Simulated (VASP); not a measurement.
# WS2 (R3m) in VASP: notebook

WS2 is run at these levels: PBEsol; tasks: single point.

All numbers are computed with VASP 6.6.1; they aren't measurements. Logs are shortened: lines on timing, memory, paths and dates and some standing lists are left out, and cuts for length are marked.

### 1 The cell of the first run

The structure is trigonal, space group R3m (No. 160). Conventional cell: a = 3.194 Å, b = 3.194 Å, c = 19.442 Å, α = 90.00°, β = 90.00°, γ = 120.00°. Within 3.2 Å of W (site symmetry 3m) lie 6 S at 2.41 Å and 6 W at 3.19 Å. Within 3.2 Å of S (site symmetry 3m) lie 3 W at 2.41 Å and 7 S at 3.10 to 3.19 Å. S (site symmetry 3m) has 3 W at 2.41 Å and 7 S at 3.10 to 3.19 Å within 3.2 Å.

### 2 Single point, PBEsol (equal strain along all axes, cell held: +1.5 %, then relaxed in part)

Input file INCAR:

```
  PREC = Accurate
  ENCUT = 520
  EDIFF = 1E-6
  ISMEAR = 0
  SIGMA = 0.02
  LREAL = False
  LASPH = True
  NELM = 60
  ALGO = Normal
  ISIF = 2
  LWAVE = False
  LCHARG = True
  GGA = PS
  LELF = True
  LVHAR = True
  NBANDS = 49
```

Input file KPOINTS:

```
Automatic mesh
0
Gamma
  12 12 2
```

Input file POSCAR:

```
WS2
1.0
    3.1944877703      0.0000000000      0.0000000000
   -1.5972438852      2.7665075612      0.0000000000
    0.0000000000      0.0000000000     19.4422730754
W S
3 6
Direct
    0.6666666667      0.3333333333      0.3326588729
    0.3333333333      0.6666666667      0.6659922062
    0.0000000000      0.0000000000      0.9993255396
    0.3333333333      0.6666666667      0.2529111740
    0.6666666667      0.3333333333      0.0790632864
    0.0000000000      0.0000000000      0.5862445074
    0.3333333333      0.6666666667      0.4123966197
    0.6666666667      0.3333333333      0.9195778407
    0.0000000000      0.0000000000      0.7457299531
```

Potentials or basis: VASP PAW PBE potentials, release 64 (W_sv, S).

On the command line:

```
$ cat potpaw_PBE.64/W_sv/POTCAR potpaw_PBE.64/S/POTCAR > POTCAR
$ mpirun -np 1 vasp_std > vasp.out
```

OUTCAR:

```text
PREC = Accurate
   ENCUT = 520
   EDIFF = 1E-6
   ISMEAR = 0
   LREAL = False
   LASPH = True
   NELM = 60
   ISIF = 2
   GGA = PS

 ion  position               nearest neighbor table
   1  0.667  0.333  0.333-   7 2.41   7 2.41   7 2.41   4 2.41   4 2.41   4 2.41
   2  0.333  0.667  0.666-   9 2.41   9 2.41   9 2.41   6 2.41   6 2.41   6 2.41
   3  0.000  0.000  0.999-   5 2.41   5 2.41   5 2.41   8 2.41   8 2.41   8 2.41
   4  0.333  0.667  0.253-   1 2.41   1 2.41   1 2.41
   5  0.667  0.333  0.079-   3 2.41   3 2.41   3 2.41
   6  0.000  0.000  0.586-   2 2.41   2 2.41   2 2.41
   7  0.333  0.667  0.412-   1 2.41   1 2.41   1 2.41
   8  0.667  0.333  0.920-   3 2.41   3 2.41   3 2.41
   9  0.000  0.000  0.746-   2 2.41   2 2.41   2 2.41

  LATTYP: Found a hexagonal cell.
 ALAT       =     3.1944877703
 C/A-ratio  =     6.0861942425

  Lattice vectors:

 A1 = (   3.1944877703,   0.0000000000,   0.0000000000)
 A2 = (  -1.5972438852,   2.7665075612,   0.0000000000)
 A3 = (   0.0000000000,   0.0000000000,  19.4422730754)

Analysis of symmetry for initial positions (statically):
=====================================================================
 Subroutine PRICEL returns following result:

  LATTYP: Found a trigonal (rhomboedric) cell.
 ALAT       =     6.7380861017
 COS(alpha) =     0.8876173285

  Lattice vectors:

 A1 = (   1.5972438850,  -0.9221691870,  -6.4807576931)
 A2 = (  -1.5972438848,  -0.9221691873,  -6.4807576892)
 A3 = (  -0.0000000002,   1.8443383742,  -6.4807576931)

   3 primitive cells build up your supercell.

 Routine SETGRP: Setting up the symmetry group for a
 hexagonal supercell.

 Subroutine GETGRP returns: Found  6 space group operations
 (whereof  6 operations were pure point group operations)
 out of a pool of 24 trial point group operations.

The static configuration has the point symmetry C_3v.

Analysis of symmetry for dynamics (positions and initial velocities):
=====================================================================
 Subroutine PRICEL returns following result:

  LATTYP: Found a trigonal (rhomboedric) cell.
 ALAT       =     6.7380861017
 COS(alpha) =     0.8876173285

  Lattice vectors:

 A1 = (   1.5972438850,  -0.9221691870,  -6.4807576931)
 A2 = (  -1.5972438848,  -0.9221691873,  -6.4807576892)
 A3 = (  -0.0000000002,   1.8443383742,  -6.4807576931)

   3 primitive cells build up your supercell.

 Routine SETGRP: Setting up the symmetry group for a
 hexagonal supercell.

 Subroutine GETGRP returns: Found  6 space group operations
 (whereof  6 operations were pure point group operations)
 out of a pool of 24 trial point group operations.

The dynamic configuration has the point symmetry C_3v.

 Subroutine INISYM returns: Found  6 space group operations
 (whereof  6 operations are pure point group operations),
 and found     3 'primitive' translations

----------------------------------------------------------------------------------------

                                     Primitive cell

  volume of cell :      57.2742

  direct lattice vectors                    reciprocal lattice vectors
     1.597243885 -0.922169187 -6.480757693     0.313039233 -0.180733285 -0.051434315
    -1.597243885 -0.922169187 -6.480757689    -0.313039233 -0.180733285 -0.051434315
    -0.000000000  1.844338374 -6.480757693    -0.000000000  0.361466570 -0.051434315

  length of vectors
     6.738086102  6.738086098  6.738086102     0.365107615  0.365107615  0.365107615

  position of ions in fractional coordinates (direct lattice)
     0.000674461  0.000674460  0.000674460
     0.413755493  0.413755492  0.413755492
     0.254270047  0.254270047  0.254270047

  ion indices of the primitive-cell ions
   primitive index   ion index
                 1           1
                 2           8
                 3           5

----------------------------------------------------------------------------------------

 KPOINTS: Automatic mesh

Automatic generation of k-mesh.
 Grid dimensions read from file:
 generate k-points for:   12   12    2

 Generating k-lattice:

  Cartesian coordinates                     Fractional coordinates (reciprocal lattice)
     0.026086603  0.015061107  0.000000000     0.083333333  0.000000000  0.000000000
     0.000000000  0.030122214  0.000000000     0.000000000  0.083333333  0.000000000
     0.000000000  0.000000000  0.025717158     0.000000000  0.000000000  0.500000000

  Length of vectors
     0.030122214  0.030122214  0.025717158

  Shift w.r.t. Gamma in fractional coordinates (k-lattice)
     0.000000000  0.000000000  0.000000000

 Subroutine IBZKPT returns following result:
 ===========================================

 Found     38 irreducible k-points:

 Following reciprocal coordinates:
            Coordinates               Weight
  0.000000  0.000000  0.000000      1.000000
  0.083333 -0.000000  0.000000      6.000000
  0.166667  0.000000  0.000000      6.000000
  0.250000 -0.000000  0.000000      6.000000
  0.333333 -0.000000  0.000000      6.000000
  0.416667 -0.000000  0.000000      6.000000
[... 16 lines left out ...]
  0.250000 -0.000000  0.500000      6.000000
  0.333333 -0.000000  0.500000      6.000000
 [... further k-points ...]
   k-points           NKPTS =     38   k-points in BZ     NKDIM =     38   number of bands    NBANDS=     49
   number of dos      NEDOS =    301   number of ions     NIONS =      9
   total plane-waves  NPLWV =  86400
   dimension x,y,z NGX =    24 NGY =   24 NGZ =  150
   dimension x,y,z NGXF=    48 NGYF=   48 NGZF=  300
   ions per type =               3   6
   NGX,Y,Z   is equivalent  to a cutoff of  12.49, 12.49, 12.83 a.u.
   NGXF,Y,Z  is equivalent  to a cutoff of  24.98, 24.98, 25.65 a.u.
 SYSTEM =  unknown system
   PREC   = accura    normal or accurate (medium, high low for compatibility)
   ISTART =      0    job   : 0-new  1-cont  2-samecut
   ICHARG =      2    charge: 1-file 2-atom 10-const
   ISPIN  =      1    spin polarized calculation?
   LNONCOLLINEAR =      F non collinear calculations
   LSORBIT =      F    spin-orbit coupling
   LASPH  =      T    aspherical Exc in radial PAW
   ENCUT  =  520.0 eV  38.22 Ry    6.18 a.u.   5.94  5.94 36.15*2*pi/ulx,y,z
   NELM   =     60;   NELMIN=  2; NELMDL= -5     # of ELM steps
   EDIFF  = 0.1E-05   stopping-criterion for ELM
   LREAL  =      F    real-space projection
   EDIFFG = 0.1E-04   stopping-criterion for IOM
   NSW    =      0    number of steps for IOM
   IBRION =     -1    ionic relax: 0-MD 1-quasi-New 2-CG
   NFREE  =      0    steps in history (QN), initial steepest desc. (CG)
   ISIF   =      2    stress and relaxation
   ISYM   =      2    0-nonsym 1-usesym 2-fastsym
   POTIM  = 0.5000    time-step for ionic-motion
   TEBEG  =    0.0;   TEEND  =   0.0 temperature during run
   PSTRESS=    0.0 pullay stress
   NELECT =      78.0000    total number of electrons
   NUPDOWN=      -1.0000    fix difference up-down
   EMIN   =  10.00;   EMAX   =-10.00  energy-range for DOS
   EFERMI =   0.00;   METHOD = LEGACY
   ISMEAR =     0;   SIGMA  =   0.02  broadening in eV -4-tet -1-fermi 0-gaus
   EFERMI_NEDOS =   21; number of points for ismear=-14 and -15
   IALGO  =     38    algorithm
   IMIX   =      4    mixing-type and parameters
     AMIX     =   0.40;   BMIX     =  1.00
     AMIX_MAG =   1.60;   BMIX_MAG =  1.00
  volume/ion in A,a.u.               =      19.09       128.84
  Fermi-wavevector in a.u.,A,eV,Ry     =   1.258190  2.377635 21.538604  1.583043
  Thomas-Fermi vector in A             =   2.391812
   LORBIT       =      0    0 simple, 1 ext, 2 COOP (PROOUT), +10 PAW based schemes
   GGA     = PS    functional components
   LHFCALC =     F    Hartree Fock is set to
   AEXX    =    0.0000 exact exchange contribution
   IVDW    =     0    specifies the selected vdW correction
   LEPSILON=     F    determine dielectric tensor
   LRPA    =     F    only Hartree local field effects (RPA)
 non-spin polarized calculation
 Gauss-broadening in eV      SIGMA  =   0.02
  energy-cutoff  :      520.00
  volume of cell :      171.82
 maximum number of plane-waves:      4686
 NGX is ok and might be reduce to    24
   NGX = 11   NGY = 11   NGZ = 73

 number of electron      78.0000010 magnetization

 Free energy of the ion-electron system (eV)
  ---------------------------------------------------
  ext. energy  EPLUGINS =         0.00000000
  ---------------------------------------------------
  free energy    TOTEN  =       -75.75521807 eV

  energy without entropy =      -75.75521807  energy(sigma->0) =      -75.75521807

 E-fermi :   6.6441     XC(G=0): -10.6187

 val. band max:        6.4314279389   @ k =   0.0000   0.0000   0.5000
 cond. band min:       7.5605761296   @ k =   0.3333   0.3333   0.5000
 fundamental gap:      1.1291481907
 Fermi energy:         6.6441433926

 k-point     1 :       0.0000    0.0000    0.0000
  band No.  band energies     occupation
      1     -68.1145      2.00000
      2     -68.1145      2.00000
      3     -68.1145      2.00000
      4     -32.3553      2.00000
      5     -32.3553      2.00000
      6     -32.3553      2.00000
[... 41 lines left out ...]
     48       8.9485      0.00000
     49       8.9742      0.00000

 k-point     2 :       0.0833   -0.0000    0.0000
  band No.  band energies     occupation
      1     -68.1135      2.00000
      2     -68.1134      2.00000
      3     -68.1134      2.00000
      4     -32.3513      2.00000
      5     -32.3513      2.00000
      6     -32.3513      2.00000
[... 41 lines left out ...]
     48       8.8654      0.00000
     49       8.9534      0.00000

 k-point     3 :       0.1667    0.0000    0.0000
  band No.  band energies     occupation
      1     -68.1105      2.00000
      2     -68.1105      2.00000
      3     -68.1105      2.00000
      4     -32.3404      2.00000
      5     -32.3404      2.00000
      6     -32.3404      2.00000
[... 1081 lines left out ...]
     48       9.2134      0.00000
     49       9.9044      0.00000

 k-point    24 :       0.3333   -0.0000    0.5000
  band No.  band energies     occupation
      1     -68.1025      2.00000
      2     -68.1025      2.00000
      3     -68.1025      2.00000
      4     -32.4596      2.00000
      5     -32.4596      2.00000
      6     -32.4596      2.00000
[... 41 lines left out ...]
     48       9.6951      0.00000
     49      10.3091      0.00000

 [... further k-points ...]
[... 5 lines left out ...]
  --------------------------------------------------------------------------------------
  -------------------------------------------------------------------------------------
  Total       -4.3275924     -4.3275924     -0.1803777      0.0000000      0.0000000     -0.0000000
  in kB      -40.3530907    -40.3530907     -1.6819513      0.0000000      0.0000000     -0.0000000
  external PRESSURE =     -27.4627109 kB  Pullay stress =       0.0000000 kB

 VOLUME and BASIS-vectors are now :
 -----------------------------------------------------------------------------
  energy-cutoff  :      520.00
  volume of cell :      171.82
      direct lattice vectors                 reciprocal lattice vectors
     3.194487770  0.000000000  0.000000000     0.313039233  0.180733285  0.000000000
    -1.597243885  2.766507561  0.000000000     0.000000000  0.361466570  0.000000000
     0.000000000  0.000000000 19.442273075     0.000000000  0.000000000  0.051434315

 POSITION                                       TOTAL-FORCE (eV/Angst)
 -----------------------------------------------------------------------------------
      1.59724      0.92217      6.46764        -0.000000     -0.000000     -0.000122
     -0.00000      1.84434     12.94840        -0.000000     -0.000000     -0.000122
      0.00000      0.00000     19.42916        -0.000000      0.000000     -0.000122
     -0.00000      1.84434      4.91717         0.000000      0.000000     -0.020503
      1.59724      0.92217      1.53717         0.000000     -0.000000      0.020625
      0.00000      0.00000     11.39793         0.000000      0.000000     -0.020503
     -0.00000      1.84434      8.01793        -0.000000      0.000000      0.020625
      1.59724      0.92217     17.87868         0.000000     -0.000000     -0.020503
      0.00000      0.00000     14.49869         0.000000      0.000000      0.020625
 -----------------------------------------------------------------------------------
    total drift:                                0.000000     -0.000000      0.000553

  FREE ENERGIE OF THE ION-ELECTRON SYSTEM (eV)
  ---------------------------------------------------
  free  energy   TOTEN  =       -75.7552180717 eV

  energy  without entropy=      -75.7552180717  energy(sigma->0) =      -75.75521807
```

Run time: 3.7 min. Hardware: 1 thread of Oxide Virtual Turin-like, shared host; peak memory 0.38 GiB.

What came out:

- Free energy: -75.7552 eV
- Pressure: -2.7 GPa
- Largest force: 0.021 eV/Å
- Band gap on the k mesh: 1.13 eV

Forces on the atoms (eV/Å):
```
W    0.000  0.000  0.000
W    0.000  0.000  0.000
W    0.000  0.000  0.000
S    0.000  0.000 -0.021
S    0.000  0.000  0.021
S    0.000  0.000 -0.021
S    0.000  0.000  0.021
S    0.000  0.000 -0.021
S    0.000  0.000  0.021
```

Levels at points of the mesh, in eV from the valence-band top:
```csv
k point,band 35,band 36,band 37,band 38,band 39,band 40,band 41,band 42,band 43,band 44
"(0.00, 0.00, 0.00)",-2.27,-1.72,-0.94,-0.13,-0.13,2.26,2.26,2.29,2.29,2.30
"(0.50, 0.00, 0.00)",-1.88,-1.88,-1.53,-1.53,-1.45,2.19,2.21,2.21,2.65,2.65
"(0.00, 0.00, 0.50)",-2.27,-2.27,-0.53,-0.53,0.00,2.27,2.27,2.27,2.27,2.31
"(0.50, 0.00, 0.50)",-1.93,-1.86,-1.57,-1.48,-1.48,2.20,2.20,2.21,2.62,2.69
```

Caveat: the cell differs from its parent crystal (equal strain along all axes, cell held: +1.5 %, then relaxed in part); the PAW data sets were made with another functional, which shifts forces and pressure a little; spin-orbit coupling is left out, which moves the levels of the heavy elements; this functional lacks dispersion, which binds layers or chains, so the pressure and a relaxed spacing across them are unreliable. A k mesh can miss the band edges.

### 3 Single point, PBEsol

Input file INCAR:

```
SYSTEM = WS2
ALGO = Normal
EDIFF = 1E-7
ENCUT = 520
GGA = PS
ISIF = 2
ISMEAR = 0
LASPH = .True.
LCHARG = .False.
LREAL = .False.
LWAVE = .False.
NBANDS = 49
NELM = 60
PREC = Accurate
SIGMA = 0.02
```

Input file KPOINTS:

```
k-points
0
Gamma
  12 12 2
  0 0 0
```

POSCAR is that of step 2.

Potentials or basis: VASP PAW PBE potentials, release 64 (W_sv, S).

On the command line:

```
$ cat potpaw_PBE.64/W_sv/POTCAR potpaw_PBE.64/S/POTCAR > POTCAR
$ mpirun -np 1 vasp_std > vasp.out
```

Wall time 4 min (1 thread of Oxide Virtual Turin-like, shared host); peak memory 0.39 GiB.

It converged, with:

```
Free energy            : -75.7552 eV
Pressure               : -2.7 GPa
Largest force          : 0.021 eV/Å
Band gap on the k mesh : 1.13 eV
```

Forces in eV/Å, atoms in the order of the input:
```
W    0.000  0.000  0.000
W    0.000  0.000  0.000
W    0.000  0.000  0.000
S    0.000  0.000 -0.020
S    0.000  0.000  0.021
S    0.000  0.000 -0.020
S    0.000  0.000  0.021
S    0.000  0.000 -0.020
S    0.000  0.000  0.021
```

Stress tensor (GPa, compression positive):
```
-4.04  0.00  0.00
 0.00 -4.04  0.00
 0.00  0.00 -0.17
```

Levels at points of the mesh, in eV from the valence-band top:
| k point | band 35 | band 36 | band 37 | band 38 | band 39 | band 40 | band 41 | band 42 | band 43 | band 44 |
| --- | --- | --- | --- | --- | --- | --- | --- | --- | --- | --- |
| (0.00, 0.00, 0.00) | -2.27 | -1.72 | -0.94 | -0.13 | -0.13 | 2.26 | 2.26 | 2.29 | 2.29 | 2.30 |
| (0.50, 0.00, 0.00) | -1.88 | -1.88 | -1.53 | -1.53 | -1.45 | 2.19 | 2.21 | 2.21 | 2.65 | 2.65 |
| (0.00, 0.00, 0.50) | -2.27 | -2.27 | -0.53 | -0.53 | 0.00 | 2.27 | 2.27 | 2.27 | 2.27 | 2.31 |
| (0.50, 0.00, 0.50) | -1.93 | -1.86 | -1.57 | -1.48 | -1.48 | 2.20 | 2.20 | 2.21 | 2.62 | 2.69 |

Caveat: the PAW data sets were made with another functional, which shifts forces and pressure a little; spin-orbit coupling is left out, which moves the levels of the heavy elements; this functional lacks dispersion, which binds layers or chains, so the pressure and a relaxed spacing across them are unreliable.

[end of part 1 of 2]
